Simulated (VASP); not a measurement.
# LiTaBe2N3 in VASP: a series of runs

Runs on LiTaBe2N3. Level: PBE. Tasks: single point.

Everything below comes from runs of VASP 6.6.1. Logs are shortened: lines on timing, memory, paths and dates and some standing lists are left out, and cuts for length are marked.

**1. The cell of the first run**

Symmetry: Cm, No. 8, monoclinic system. The conventional cell has a = 11.514 Å, b = 2.891 Å, c = 4.280 Å, α = 90.00°, β = 91.01°, γ = 90.00°. Li (site symmetry m) has 4 N at 2.14 to 2.15 Å and 3 Be at 2.37 to 2.87 Å and 4 Ta at 2.87 to 2.97 Å and 2 Li at 2.89 Å within 3.0 Å. Within 2.7 Å of Ta (site symmetry m) lie 6 N at 2.04 to 2.32 Å and 3 Be at 2.60 to 2.66 Å. Within 2.2 Å of Be (site symmetry m) lie 3 N at 1.62 to 1.70 Å. Within 2.2 Å of Be (site symmetry m) lie 3 N at 1.66 to 1.67 Å. Within 2.2 Å of N (site symmetry m) lie 3 Be at 1.66 to 1.70 Å. Within 2.3 Å of N (site symmetry m) lie 2 Be at 1.67 Å and 2 Ta at 2.04 to 2.26 Å and 2 Li at 2.15 Å. N (site symmetry m) has 1 Be at 1.62 Å and 2 Ta at 2.09 Å and 2 Li at 2.14 to 2.15 Å within 2.2 Å.

**2. Single point, PBE**

INCAR reads:

```
PREC = Accurate ; ENCUT = 520
EDIFF = 1E-7 ; ISMEAR = 0
SIGMA = 0.2 ; LREAL = False
LASPH = True ; NELM = 60
ALGO = Normal ; ISIF = 2
LWAVE = False ; LCHARG = False
GGA = PE ; NBANDS = 26
```

KPOINTS reads:

```
Automatic mesh
0
Gamma
  8 6 8
```

POSCAR reads:

```
LiTaBe2N3
1.0
    0.0000000000      2.8912679884      0.0000000000
   -0.0813305160      0.0000000000      4.2788030516
    5.7570341782     -1.4456339942      0.0077200436
Li Ta Be N
1 1 2 3
Direct
    0.3400016501      0.2746213181      0.6800033003
    0.7215312084      0.7517292715      0.4430624169
    0.4921414935      0.8119517014      0.9842829870
    0.1355132723      0.1962335004      0.2710265446
    0.0689121358      0.8485071847      0.1378242716
    0.7023796260      0.2774303148      0.4047592520
    0.3520205739      0.7770266890      0.7040411478
```

Potentials or basis: VASP PAW PBE potentials, release 64 (Li_sv, Ta_pv, Be, N).

Launch:

```sh
cat potpaw_PBE.64/Li_sv/POTCAR potpaw_PBE.64/Ta_pv/POTCAR potpaw_PBE.64/Be/POTCAR potpaw_PBE.64/N/POTCAR > POTCAR
mpirun -np 1 vasp_std > vasp.out
```

OUTCAR:

```text
PREC = Accurate
   ENCUT = 520
   EDIFF = 1E-7
   ISMEAR = 0
   LREAL = False
   LASPH = True
   NELM = 60
   ISIF = 2
   GGA = PE

 ion  position               nearest neighbor table
   1  0.340  0.275  0.680-   7 2.14   6 2.15   6 2.15   7 2.15   4 2.37   2 2.87   2 2.87   2 2.97
                             2 2.97
   2  0.722  0.752  0.443-   6 2.04   7 2.09   7 2.09   6 2.26   5 2.32   5 2.32   4 2.60   4 2.60
                             3 2.66   1 2.87   1 2.87   4 2.94   4 2.94   1 2.97   1 2.97
   3  0.492  0.812  0.984-   7 1.62   5 1.70   5 1.70   2 2.66
   4  0.136  0.196  0.271-   5 1.66   6 1.67   6 1.67   1 2.37   2 2.60   2 2.60   2 2.94   2 2.94

   5  0.069  0.849  0.138-   4 1.66   3 1.70   3 1.70   2 2.32   2 2.32
   6  0.702  0.277  0.405-   4 1.67   4 1.67   2 2.04   1 2.15   1 2.15   2 2.26
   7  0.352  0.777  0.704-   3 1.62   2 2.09   2 2.09   1 2.14   1 2.15

  LATTYP: Found a base centered monoclinic cell.
 ALAT       =    11.5140787088
 B/A-ratio  =     0.2511071933
 C/A-ratio  =     0.3716820117
 COS(beta)  =    -0.0176635904

  Lattice vectors:

 A1 = (   5.7570341782,  -1.4456339942,   0.0077200436)
 A2 = (   5.7570341782,   1.4456339942,   0.0077200436)
 A3 = (  -0.0813305160,   0.0000000000,   4.2788030516)

Analysis of symmetry for initial positions (statically):
=====================================================================
 Subroutine PRICEL returns:
 Original cell was already a primitive cell.

 Routine SETGRP: Setting up the symmetry group for a
 base centered monoclinic supercell.

 Subroutine GETGRP returns: Found  2 space group operations
 (whereof  2 operations were pure point group operations)
 out of a pool of  4 trial point group operations.

The static configuration has the point symmetry C_1h.

Analysis of symmetry for dynamics (positions and initial velocities):
=====================================================================
 Subroutine PRICEL returns:
 Original cell was already a primitive cell.

 Routine SETGRP: Setting up the symmetry group for a
 base centered monoclinic supercell.

 Subroutine GETGRP returns: Found  2 space group operations
 (whereof  2 operations were pure point group operations)
 out of a pool of  4 trial point group operations.

The dynamic configuration has the point symmetry C_1h.

 Subroutine INISYM returns: Found  2 space group operations
 (whereof  2 operations are pure point group operations),
 and found     1 'primitive' translations

----------------------------------------------------------------------------------------

                                     Primitive cell

  volume of cell :      71.2230

  direct lattice vectors                    reciprocal lattice vectors
     0.000000000  2.891267988  0.000000000     0.086848061  0.345869011  0.001650788
    -0.081330516  0.000000000  4.278803052    -0.000313392  0.000000000  0.233704263
     5.757034178 -1.445633994  0.007720044     0.173696122  0.000000000  0.003301576

  length of vectors
     2.891267988  4.279575938  5.935769518     0.356609988  0.233704473  0.173727497

  position of ions in fractional coordinates (direct lattice)
     0.340001650  0.274621318  0.680003300
     0.721531208  0.751729271  0.443062417
     0.492141494  0.811951701  0.984282987
     0.135513272  0.196233500  0.271026545
     0.068912136  0.848507185  0.137824272
     0.702379626  0.277430315  0.404759252
     0.352020574  0.777026689  0.704041148

  ion indices of the primitive-cell ions
   primitive index   ion index
                 1           1
                 2           2
                 3           3
                 4           4
                 5           5
                 6           6
                 7           7

----------------------------------------------------------------------------------------

 KPOINTS: Automatic mesh

Automatic generation of k-mesh.
 Grid dimensions read from file:
 generate k-points for:    8    6    8

 Generating k-lattice:

  Cartesian coordinates                     Fractional coordinates (reciprocal lattice)
     0.010856008  0.043233626  0.000206349     0.125000000  0.000000000 -0.000000000
    -0.000052232  0.000000000  0.038950710     0.000000000  0.166666667 -0.000000000
     0.021712015  0.000000000  0.000412697     0.000000000  0.000000000  0.125000000

  Length of vectors
     0.044576249  0.038950745  0.021715937

  Shift w.r.t. Gamma in fractional coordinates (k-lattice)
     0.000000000  0.000000000  0.000000000

 Subroutine IBZKPT returns following result:
 ===========================================

 Found    114 irreducible k-points:

 Following reciprocal coordinates:
            Coordinates               Weight
  0.000000  0.000000  0.000000      1.000000
  0.125000 -0.000000  0.000000      4.000000
  0.250000 -0.000000  0.000000      4.000000
  0.375000  0.000000  0.000000      4.000000
  0.500000 -0.000000  0.000000      2.000000
  0.000000  0.166667  0.000000      2.000000
[... 16 lines left out ...]
  0.125000  0.500000  0.000000      4.000000
  0.250000  0.500000  0.000000      4.000000
 [... further k-points ...]
   k-points           NKPTS =    114   k-points in BZ     NKDIM =    114   number of bands    NBANDS=     26
   number of dos      NEDOS =    301   number of ions     NIONS =      7
   total plane-waves  NPLWV =  36864
   dimension x,y,z NGX =    24 NGY =   32 NGZ =   48
   dimension x,y,z NGXF=    48 NGYF=   64 NGZF=   96
   ions per type =               1   1   2   3
   NGX,Y,Z   is equivalent  to a cutoff of  13.80, 12.43, 13.44 a.u.
   NGXF,Y,Z  is equivalent  to a cutoff of  27.60, 24.86, 26.89 a.u.
 SYSTEM =  unknown system
   PREC   = accura    normal or accurate (medium, high low for compatibility)
   ISTART =      0    job   : 0-new  1-cont  2-samecut
   ICHARG =      2    charge: 1-file 2-atom 10-const
   ISPIN  =      1    spin polarized calculation?
   LNONCOLLINEAR =      F non collinear calculations
   LSORBIT =      F    spin-orbit coupling
   LASPH  =      T    aspherical Exc in radial PAW
   ENCUT  =  520.0 eV  38.22 Ry    6.18 a.u.   5.38  7.96 11.04*2*pi/ulx,y,z
   NELM   =     60;   NELMIN=  2; NELMDL= -5     # of ELM steps
   EDIFF  = 0.1E-06   stopping-criterion for ELM
   LREAL  =      F    real-space projection
   EDIFFG = 0.1E-05   stopping-criterion for IOM
   NSW    =      0    number of steps for IOM
   IBRION =     -1    ionic relax: 0-MD 1-quasi-New 2-CG
   NFREE  =      0    steps in history (QN), initial steepest desc. (CG)
   ISIF   =      2    stress and relaxation
   ISYM   =      2    0-nonsym 1-usesym 2-fastsym
   POTIM  = 0.5000    time-step for ionic-motion
   TEBEG  =    0.0;   TEEND  =   0.0 temperature during run
   PSTRESS=    0.0 pullay stress
   NELECT =      33.0000    total number of electrons
   NUPDOWN=      -1.0000    fix difference up-down
   EMIN   =  10.00;   EMAX   =-10.00  energy-range for DOS
   EFERMI =   0.00;   METHOD = LEGACY
   ISMEAR =     0;   SIGMA  =   0.20  broadening in eV -4-tet -1-fermi 0-gaus
   EFERMI_NEDOS =   21; number of points for ismear=-14 and -15
   IALGO  =     38    algorithm
   IMIX   =      4    mixing-type and parameters
     AMIX     =   0.40;   BMIX     =  1.00
     AMIX_MAG =   1.60;   BMIX_MAG =  1.00
  volume/ion in A,a.u.               =      10.17        68.66
  Fermi-wavevector in a.u.,A,eV,Ry     =   1.266794  2.393893 21.834178  1.604767
  Thomas-Fermi vector in A             =   2.399976
   LORBIT       =      0    0 simple, 1 ext, 2 COOP (PROOUT), +10 PAW based schemes
   GGA     = PE    functional components
   LHFCALC =     F    Hartree Fock is set to
   AEXX    =    0.0000 exact exchange contribution
   IVDW    =     0    specifies the selected vdW correction
   LEPSILON=     F    determine dielectric tensor
   LRPA    =     F    only Hartree local field effects (RPA)
 non-spin polarized calculation
 Gauss-broadening in eV      SIGMA  =   0.20
  energy-cutoff  :      520.00
  volume of cell :       71.22
 maximum number of plane-waves:      1934
 NGX is ok and might be reduce to    24
   NGX = 11   NGY = 15   NGZ = 23

 number of electron      33.0000001 magnetization

 Free energy of the ion-electron system (eV)
  ---------------------------------------------------
  ext. energy  EPLUGINS =         0.00000000
  ---------------------------------------------------
  free energy    TOTEN  =       -52.14306486 eV

  energy without entropy =      -52.11071015  energy(sigma->0) =      -52.12688751

 E-fermi :   5.6323     XC(G=0): -10.5175

 val. band max:        5.6308061682   @ k =   0.1250  -0.3333   0.2500
 cond. band min:       5.6436942393   @ k =   0.2500  -0.0000   0.1250
 fundamental gap:      0.0128880711
 Fermi energy:         5.6322578373

 k-point     1 :       0.0000    0.0000    0.0000
  band No.  band energies     occupation
      1     -40.9671      2.00000
      2     -30.1923      2.00000
      3     -29.9257      2.00000
      4     -29.5053      2.00000
      5     -11.4619      2.00000
      6      -9.9996      2.00000
[... 18 lines left out ...]
     25      11.6873      0.00000
     26      13.0808      0.00000

 k-point     2 :       0.1250   -0.0000    0.0000
  band No.  band energies     occupation
      1     -40.9652      2.00000
      2     -30.1797      2.00000
      3     -29.9076      2.00000
      4     -29.6275      2.00000
      5     -11.3051      2.00000
      6      -9.9063      2.00000
[... 18 lines left out ...]
     25      12.2411      0.00000
     26      13.6351      0.00000

 k-point     3 :       0.2500   -0.0000    0.0000
  band No.  band energies     occupation
      1     -40.9607      2.00000
      2     -30.1493      2.00000
      3     -29.9187      2.00000
      4     -29.8578      2.00000
      5     -10.9092      2.00000
      6      -9.7095      2.00000
[... 572 lines left out ...]
 k-point    23 :       0.1250    0.5000    0.0000
  band No.  band energies     occupation
      1     -40.9651      2.00000
      2     -30.2092      2.00000
      3     -29.9066      2.00000
      4     -29.6262      2.00000
      5     -10.5697      2.00000
      6      -9.9001      2.00000
[... 18 lines left out ...]
     25      12.8115      0.00000
     26      13.3383      0.00000

 k-point    24 :       0.2500    0.5000    0.0000
  band No.  band energies     occupation
      1     -40.9605      2.00000
      2     -30.1782      2.00000
      3     -29.9174      2.00000
      4     -29.8564      2.00000
      5     -10.1870      2.00000
      6      -9.6299      2.00000
[... 18 lines left out ...]
     25      12.7999      0.00000
     26      13.8974      0.00000

 [... further k-points ...]

------------------------ aborting loop because EDIFF is reached ----------------------------------------

  FORCE on cell =-STRESS in cart. coord.  units (eV):
  Direction    XX          YY          ZZ          XY          YZ          ZX
  --------------------------------------------------------------------------------------
  -------------------------------------------------------------------------------------
  Total        0.0748094      0.1897943      0.1283365      0.0000000      0.0000000     -0.0008170
  in kB        1.6828521      4.2694638      2.8869566      0.0000000      0.0000000     -0.0183789
  external PRESSURE =       2.9464242 kB  Pullay stress =       0.0000000 kB

 VOLUME and BASIS-vectors are now :
 -----------------------------------------------------------------------------
  energy-cutoff  :      520.00
  volume of cell :       71.22
      direct lattice vectors                 reciprocal lattice vectors
     0.000000000  2.891267988  0.000000000     0.086848061  0.345869011  0.001650788
    -0.081330516  0.000000000  4.278803052    -0.000313392  0.000000000  0.233704263
     5.757034178 -1.445633994  0.007720044     0.173696122  0.000000000  0.003301576

 POSITION                                       TOTAL-FORCE (eV/Angst)
 -----------------------------------------------------------------------------------
      3.89247     -0.00000      1.18030        -0.003347     -0.000000      0.004349
      2.48959      1.44563      3.21992         0.020342     -0.000000      0.013883
      5.60051      0.00000      3.48178        -0.015637     -0.000000     -0.005499
      1.54435      0.00000      0.84174         0.006213      0.000000      0.018629
      0.72445     -0.00000      3.63166        -0.029595      0.000000      0.004031
      2.30765      1.44563      1.19019        -0.000578     -0.000000     -0.029631
      3.98999      0.00000      3.33018         0.022602      0.000000     -0.005762
 -----------------------------------------------------------------------------------
    total drift:                               -0.000043     -0.000020     -0.000534

  FREE ENERGIE OF THE ION-ELECTRON SYSTEM (eV)
  ---------------------------------------------------
  free  energy   TOTEN  =       -52.1430648636 eV

  energy  without entropy=      -52.1107101536  energy(sigma->0) =      -52.12688751
```

Wall time 86 s (1 thread of Intel Xeon 6975P-C (Granite Rapids), shared host); peak memory 0.33 GiB.

Results:

| Quantity | Value |
| --- | --- |
| Free energy | -52.1431 eV |
| Largest force | 0.030 eV/Å |
| Band gap on the k mesh | zero (an odd number of electrons rules out a gap without spin polarisation) |

Forces in eV/Å, atoms in the order of the input:
```
Li  -0.003  0.000  0.004
Ta   0.020  0.000  0.014
Be  -0.016  0.000 -0.005
Be   0.006  0.000  0.019
N   -0.030  0.000  0.004
N   -0.001  0.000 -0.030
N    0.023  0.000 -0.006
```

Caveat: the cutoff is under 1.25 times the usual one of these potentials, so pressure, stress and relaxed cells hold a basis-set (Pulay) error; spin-orbit coupling is left out, which moves the levels of the heavy elements.

(Continued in part 2 of 2.)
